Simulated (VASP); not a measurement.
# GaSb (F-43m) in VASP: single point with PBE

Aim: the single point of GaSb with PBE.

Program: VASP 6.6.1. These are calculated values, not measurements. Logs are shortened: lines on timing, memory, paths and dates and some standing lists are left out, and cuts for length are marked.

## (1) The cell of the first run

Symmetry: F-43m, No. 216, cubic system. The conventional cell has a = 6.223 Å, b = 6.223 Å, c = 6.223 Å, α = 90.00°, β = 90.00°, γ = 90.00°. Within 3.6 Å of Ga (site symmetry -43m) lie 4 Sb at 2.69 Å. Within 3.6 Å of Sb (site symmetry -43m) lie 4 Ga at 2.69 Å.

## (2) Single point, PBE (30.12 Å³/atom)

File INCAR:

```
SYSTEM = GaSb
PREC = Accurate ; ENCUT = 520
EDIFF = 1E-6 ; ISMEAR = -1
SIGMA = 0.15 ; LREAL = .False.
LASPH = .True. ; NELM = 80
ALGO = Normal ; ISIF = 2
LWAVE = .False. ; LCHARG = .True.
GGA = PE ; LELF = .True.
LVHAR = .True. ; NBANDS = 16
```

File KPOINTS:

```
Automatic mesh
0
Gamma
  8 8 8
  0 0 0
```

File POSCAR:

```
GaSb
1.0
    0.0000000000      3.1113000000      3.1113000000
    3.1113000000      0.0000000000      3.1113000000
    3.1113000000      3.1113000000      0.0000000000
Ga Sb
1 1
Direct
    0.0000000000      0.0000000000      0.0000000000
    0.2500000000      0.2500000000      0.2500000000
```

Potentials or basis: VASP PAW PBE potentials, release 64 (Ga_d, Sb).

Run with:

```bash
> cat potpaw_PBE.64/Ga_d/POTCAR potpaw_PBE.64/Sb/POTCAR > POTCAR
> mpirun -np 1 vasp_std > vasp.out
```

OUTCAR:

```text
SYSTEM = GaSb
   PREC = Accurate
   ENCUT = 520
   EDIFF = 1E-6
   ISMEAR = -1
   LREAL = .False.
   LASPH = .True.
   NELM = 80
   ISIF = 2
   GGA = PE

 ion  position               nearest neighbor table
   1  0.000  0.000  0.000-   2 2.69   2 2.69   2 2.69   2 2.69
   2  0.250  0.250  0.250-   1 2.69   1 2.69   1 2.69   1 2.69

  LATTYP: Found a face centered cubic cell.
 ALAT       =     6.2226000000

  Lattice vectors:

 A1 = (   0.0000000000,   3.1113000000,   3.1113000000)
 A2 = (   3.1113000000,   0.0000000000,   3.1113000000)
 A3 = (   3.1113000000,   3.1113000000,   0.0000000000)

Analysis of symmetry for initial positions (statically):
=====================================================================
 Subroutine PRICEL returns:
 Original cell was already a primitive cell.

 Routine SETGRP: Setting up the symmetry group for a
 face centered cubic supercell.

 Subroutine GETGRP returns: Found 24 space group operations
 (whereof 24 operations were pure point group operations)
 out of a pool of 48 trial point group operations.

The static configuration has the point symmetry T_d .

Analysis of symmetry for dynamics (positions and initial velocities):
=====================================================================
 Subroutine PRICEL returns:
 Original cell was already a primitive cell.

 Routine SETGRP: Setting up the symmetry group for a
 face centered cubic supercell.

 Subroutine GETGRP returns: Found 24 space group operations
 (whereof 24 operations were pure point group operations)
 out of a pool of 48 trial point group operations.

The dynamic configuration has the point symmetry T_d .

 Subroutine INISYM returns: Found 24 space group operations
 (whereof 24 operations are pure point group operations),
 and found     1 'primitive' translations

----------------------------------------------------------------------------------------

                                     Primitive cell

  volume of cell :      60.2359

  direct lattice vectors                    reciprocal lattice vectors
     0.000000000  3.111300000  3.111300000    -0.160704529  0.160704529  0.160704529
     3.111300000  0.000000000  3.111300000     0.160704529 -0.160704529  0.160704529
     3.111300000  3.111300000  0.000000000     0.160704529  0.160704529 -0.160704529

  length of vectors
     4.400042657  4.400042657  4.400042657     0.278348409  0.278348409  0.278348409

  position of ions in fractional coordinates (direct lattice)
     0.000000000  0.000000000  0.000000000
     0.250000000  0.250000000  0.250000000

  ion indices of the primitive-cell ions
   primitive index   ion index
                 1           1
                 2           2

----------------------------------------------------------------------------------------

 KPOINTS: Automatic mesh

Automatic generation of k-mesh.
 Grid dimensions read from file:
 generate k-points for:    8    8    8

 Generating k-lattice:

  Cartesian coordinates                     Fractional coordinates (reciprocal lattice)
    -0.020088066  0.020088066  0.020088066     0.125000000  0.000000000  0.000000000
     0.020088066 -0.020088066  0.020088066     0.000000000  0.125000000  0.000000000
     0.020088066  0.020088066 -0.020088066     0.000000000  0.000000000  0.125000000

  Length of vectors
     0.034793551  0.034793551  0.034793551

  Shift w.r.t. Gamma in fractional coordinates (k-lattice)
     0.000000000  0.000000000  0.000000000

 Subroutine IBZKPT returns following result:
 ===========================================

 Found     29 irreducible k-points:

 Following reciprocal coordinates:
            Coordinates               Weight
  0.000000  0.000000  0.000000      1.000000
  0.125000  0.000000  0.000000      8.000000
  0.250000  0.000000  0.000000      8.000000
  0.375000  0.000000  0.000000      8.000000
  0.500000  0.000000  0.000000      4.000000
  0.125000  0.125000  0.000000      6.000000
[... 16 lines left out ...]
  0.500000  0.250000  0.125000     48.000000
 -0.375000  0.250000  0.125000     24.000000
 [... further k-points ...]
   k-points           NKPTS =     29   k-points in BZ     NKDIM =     29   number of bands    NBANDS=     16
   number of dos      NEDOS =    301   number of ions     NIONS =      2
   total plane-waves  NPLWV =  46656
   dimension x,y,z NGX =    36 NGY =   36 NGZ =   36
   dimension x,y,z NGXF=    72 NGYF=   72 NGZF=   72
   ions per type =               1   1
   NGX,Y,Z   is equivalent  to a cutoff of  13.60, 13.60, 13.60 a.u.
   NGXF,Y,Z  is equivalent  to a cutoff of  27.20, 27.20, 27.20 a.u.
 SYSTEM =  GaSb
   PREC   = accura    normal or accurate (medium, high low for compatibility)
   ISTART =      0    job   : 0-new  1-cont  2-samecut
   ICHARG =      2    charge: 1-file 2-atom 10-const
   ISPIN  =      1    spin polarized calculation?
   LNONCOLLINEAR =      F non collinear calculations
   LSORBIT =      F    spin-orbit coupling
   LASPH  =      T    aspherical Exc in radial PAW
   ENCUT  =  520.0 eV  38.22 Ry    6.18 a.u.   8.18  8.18  8.18*2*pi/ulx,y,z
   NELM   =     80;   NELMIN=  2; NELMDL= -5     # of ELM steps
   EDIFF  = 0.1E-05   stopping-criterion for ELM
   LREAL  =      F    real-space projection
   EDIFFG = 0.1E-04   stopping-criterion for IOM
   NSW    =      0    number of steps for IOM
   IBRION =     -1    ionic relax: 0-MD 1-quasi-New 2-CG
   NFREE  =      0    steps in history (QN), initial steepest desc. (CG)
   ISIF   =      2    stress and relaxation
   ISYM   =      2    0-nonsym 1-usesym 2-fastsym
   POTIM  = 0.5000    time-step for ionic-motion
   TEBEG  =    0.0;   TEEND  =   0.0 temperature during run
   PSTRESS=    0.0 pullay stress
   NELECT =      18.0000    total number of electrons
   NUPDOWN=      -1.0000    fix difference up-down
   EMIN   =  10.00;   EMAX   =-10.00  energy-range for DOS
   EFERMI =   0.00;   METHOD = LEGACY
   ISMEAR =    -1;   SIGMA  =   0.15  broadening in eV -4-tet -1-fermi 0-gaus
   EFERMI_NEDOS =   21; number of points for ismear=-14 and -15
   IALGO  =     38    algorithm
   IMIX   =      4    mixing-type and parameters
     AMIX     =   0.40;   BMIX     =  1.00
     AMIX_MAG =   1.60;   BMIX_MAG =  1.00
  volume/ion in A,a.u.               =      30.12       203.25
  Fermi-wavevector in a.u.,A,eV,Ry     =   1.094495  2.068296 16.298681  1.197919
  Thomas-Fermi vector in A             =   2.230801
   LORBIT       =      0    0 simple, 1 ext, 2 COOP (PROOUT), +10 PAW based schemes
   GGA     = PE    functional components
   LHFCALC =     F    Hartree Fock is set to
   AEXX    =    0.0000 exact exchange contribution
   IVDW    =     0    specifies the selected vdW correction
   LEPSILON=     F    determine dielectric tensor
   LRPA    =     F    only Hartree local field effects (RPA)
 non-spin polarized calculation
  energy-cutoff  :      520.00
  volume of cell :       60.24
 maximum number of plane-waves:      1639
 NGX is ok and might be reduce to    36
   NGX = 17   NGY = 17   NGZ = 17

 number of electron      17.9999991 magnetization

 Free energy of the ion-electron system (eV)
  ---------------------------------------------------
  ext. energy  EPLUGINS =         0.00000000
  ---------------------------------------------------
  free energy    TOTEN  =        -7.37046638 eV

  energy without entropy =       -7.35943122  energy(sigma->0) =       -7.36494880

 E-fermi :   4.4906     XC(G=0):  -8.8692

 val. band max:        4.3632147758   @ k =   0.0000   0.0000   0.0000
 cond. band min:       4.6659824238   @ k =   0.5000   0.0000   0.0000
 fundamental gap:      0.3027676480
 Fermi energy:         4.4906200617

 k-point     1 :       0.0000    0.0000    0.0000
  band No.  band energies     occupation
      1     -10.5750      2.00000
      2     -10.5750      2.00000
      3     -10.5750      2.00000
      4     -10.5327      2.00000
      5     -10.5327      2.00000
      6      -6.7710      2.00000
[... 8 lines left out ...]
     15      12.8590      0.00000
     16      12.8590      0.00000

 k-point     2 :       0.1250    0.0000    0.0000
  band No.  band energies     occupation
      1     -10.5784      2.00000
      2     -10.5736      2.00000
      3     -10.5736      2.00000
      4     -10.5328      2.00000
      5     -10.5328      2.00000
      6      -6.6211      2.00000
[... 8 lines left out ...]
     15      12.1197      0.00000
     16      12.1197      0.00000

 k-point     3 :       0.2500    0.0000    0.0000
  band No.  band energies     occupation
      1     -10.5863      2.00000
      2     -10.5702      2.00000
      3     -10.5702      2.00000
      4     -10.5329      2.00000
      5     -10.5329      2.00000
      6      -6.1959      2.00000
[... 8 lines left out ...]
     15      11.9054      0.00000
     16      11.9054      0.00000

 k-point     4 :       0.3750    0.0000    0.0000
  band No.  band energies     occupation
      1     -10.5941      2.00000
      2     -10.5672      2.00000
      3     -10.5672      2.00000
      4     -10.5326      2.00000
      5     -10.5326      2.00000
      6      -5.6137      2.00000
[... 8 lines left out ...]
     15      12.8003      0.00000
     16      12.8003      0.00000

 k-point     5 :       0.5000    0.0000    0.0000
  band No.  band energies     occupation
      1     -10.5973      2.00000
      2     -10.5661      2.00000
      3     -10.5661      2.00000
      4     -10.5323      2.00000
      5     -10.5323      2.00000
      6      -5.2739      2.00000
[... 8 lines left out ...]
     15      14.0825      0.00000
     16      14.0828      0.00000

 k-point     6 :       0.1250    0.1250    0.0000
  band No.  band energies     occupation
      1     -10.5811      2.00000
      2     -10.5721      2.00000
      3     -10.5721      2.00000
      4     -10.5337      2.00000
      5     -10.5321      2.00000
      6      -6.5704      2.00000
[... 8 lines left out ...]
     15      11.2126      0.00000
     16      13.0554      0.00000

 k-point     7 :       0.2500    0.1250    0.0000
  band No.  band energies     occupation
      1     -10.5877      2.00000
      2     -10.5693      2.00000
      3     -10.5687      2.00000
      4     -10.5347      2.00000
      5     -10.5318      2.00000
      6      -6.2333      2.00000
[... 8 lines left out ...]
     15      12.2823      0.00000
     16      12.8610      0.00000

 k-point     8 :       0.3750    0.1250    0.0000
  band No.  band energies     occupation
      1     -10.5948      2.00000
      2     -10.5666      2.00000
      3     -10.5655      2.00000
      4     -10.5348      2.00000
      5     -10.5316      2.00000
      6      -5.6850      2.00000
[... 8 lines left out ...]
     15      12.6564      0.00000
     16      13.4611      0.00000

 k-point     9 :       0.5000    0.1250    0.0000
  band No.  band energies     occupation
      1     -10.5987      2.00000
      2     -10.5651      2.00000
      3     -10.5643      2.00000
      4     -10.5338      2.00000
      5     -10.5320      2.00000
      6      -5.2021      2.00000
[... 8 lines left out ...]
     15      13.7891      0.00000
     16      14.1015      0.00000
[... 172 lines left out ...]
 k-point    19 :       0.5000    0.3750    0.0000
  band No.  band energies     occupation
      1     -10.6095      2.00000
      2     -10.5569      2.00000
      3     -10.5562      2.00000
      4     -10.5406      2.00000
      5     -10.5297      2.00000
      6      -4.6912      2.00000
[... 8 lines left out ...]
     15      14.6750      0.00000
     16      14.7734      0.00000

 k-point    20 :      -0.3750    0.3750    0.0000
  band No.  band energies     occupation
      1     -10.6071      2.00000
      2     -10.5592      2.00000
      3     -10.5575      2.00000
      4     -10.5384      2.00000
      5     -10.5311      2.00000
      6      -4.5792      2.00000
[... 8 lines left out ...]
     15      13.0864      0.00000
     16      16.1403      0.00000

 k-point    21 :       0.5000    0.5000    0.0000
  band No.  band energies     occupation
      1     -10.6122      2.00000
      2     -10.5547      2.00000
      3     -10.5547      2.00000
      4     -10.5421      2.00000
      5     -10.5290      2.00000
      6      -4.5183      2.00000
[... 8 lines left out ...]
     15      14.8033      0.00000
     16      15.4589      0.00000

 k-point    22 :       0.3750    0.2500    0.1250
  band No.  band energies     occupation
      1     -10.5944      2.00000
      2     -10.5662      2.00000
      3     -10.5650      2.00000
      4     -10.5358      2.00000
      5     -10.5314      2.00000
      6      -5.8255      2.00000
[... 8 lines left out ...]
     15      13.2656      0.00000
     16      13.4826      0.00000

 k-point    23 :       0.5000    0.2500    0.1250
  band No.  band energies     occupation
      1     -10.5997      2.00000
      2     -10.5642      2.00000
      3     -10.5622      2.00000
      4     -10.5357      2.00000
      5     -10.5318      2.00000
      6      -5.2700      2.00000
[... 8 lines left out ...]
     15      12.9675      0.00000
     16      14.3740      0.00000

 k-point    24 :      -0.3750    0.2500    0.1250
  band No.  band energies     occupation
      1     -10.6017      2.00000
      2     -10.5636      2.00000
      3     -10.5611      2.00000
      4     -10.5350      2.00000
      5     -10.5323      2.00000
      6      -4.9479      2.00000
[... 8 lines left out ...]
     15      13.9268      0.00000
     16      14.3203      0.00000

 [... further k-points ...]

------------------------ aborting loop because EDIFF is reached ----------------------------------------

  FORCE on cell =-STRESS in cart. coord.  units (eV):
  Direction    XX          YY          ZZ          XY          YZ          ZX
  --------------------------------------------------------------------------------------
  -------------------------------------------------------------------------------------
  Total       -0.0172151     -0.0172151     -0.0172151     -0.0000000      0.0000000      0.0000000
  in kB       -0.4578929     -0.4578929     -0.4578929     -0.0000000      0.0000000      0.0000000
  external PRESSURE =      -0.4578929 kB  Pullay stress =       0.0000000 kB

 VOLUME and BASIS-vectors are now :
 -----------------------------------------------------------------------------
  energy-cutoff  :      520.00
  volume of cell :       60.24
      direct lattice vectors                 reciprocal lattice vectors
     0.000000000  3.111300000  3.111300000    -0.160704529  0.160704529  0.160704529
     3.111300000  0.000000000  3.111300000     0.160704529 -0.160704529  0.160704529
     3.111300000  3.111300000  0.000000000     0.160704529  0.160704529 -0.160704529

 POSITION                                       TOTAL-FORCE (eV/Angst)
 -----------------------------------------------------------------------------------
      0.00000      0.00000      0.00000         0.000000      0.000000     -0.000000
      1.55565      1.55565      1.55565        -0.000000     -0.000000      0.000000
 -----------------------------------------------------------------------------------
    total drift:                                0.000001      0.000001      0.000001

  FREE ENERGIE OF THE ION-ELECTRON SYSTEM (eV)
  ---------------------------------------------------
  free  energy   TOTEN  =        -7.3704663774 eV

  energy  without entropy=       -7.3594312181  energy(sigma->0) =       -7.36494880
```

Wall time 15 s (1 thread of Intel Xeon 6975P-C (Granite Rapids), shared host); peak memory 0.21 GiB.

Results:

| Item | Value |
| --- | --- |
| Free energy | -7.3705 eV |
| Pressure | 0.0 GPa |
| Band gap on the k mesh | zero (filled and empty bands touch) |

Levels at points of the mesh, in eV from the Fermi level:
```tsv
k point	band 7	band 8	band 9	band 10	band 11	band 12
(0.00, 0.00, 0.00)	-0.44	-0.13	-0.13	-0.13	2.66	2.66
(0.50, 0.00, 0.00)	-6.25	-1.20	-1.20	0.18	3.62	3.62
(0.50, 0.50, 0.00)	-6.71	-2.53	-2.53	0.83	1.22	8.23
```

Caveat: semilocal functionals underestimate gaps, and a narrow one can read as zero; spin-orbit coupling is left out, which moves the levels of the heavy elements.

The gap in the log of VASP goes by the Fermi energy; the results here count the filled bands.